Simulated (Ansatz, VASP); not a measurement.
## Sb in VASP and in Ansatz

```
CELL_PARAMETERS angstrom
-1.87134 1.87134 1.87134
1.87134 -1.87134 1.87134
1.87134 1.87134 -1.87134
ATOMIC_POSITIONS crystal
Sb 0.00000 0.00000 0.00000
```

Alike in both runs: task single point; functional PBE; k mesh 10 × 10 × 10; occupations gaussian, width 0.012 eV; no spin polarisation.

|  | VASP | Ansatz |
| --- | --- | --- |
| version | VASP 6.6.1 | Ansatz 0.2.0 |
| potentials or method | VASP PAW PBE potentials, release 64 (Sb) | Ansatz PAW |
| plane-wave cutoff (eV) | 520 | 420 |
| valence electrons in the cell | 5 | 15 |

```csv
,VASP,Ansatz,Ansatz less VASP
gap on the k mesh at the Fermi level (eV),none,none,-
pressure (GPa),3.0,3.1,+0.12
```

A gap of «none» marks a metal or a gap that the smearing closes. With one functional, cell and mesh, what is left measures potentials, basis and numerics. VASP's potentials hold 5 valence electrons a cell and Ansatz's 15, so a difference there can come from the potentials and not from the codes.

Neither program's run includes spin-orbit coupling.
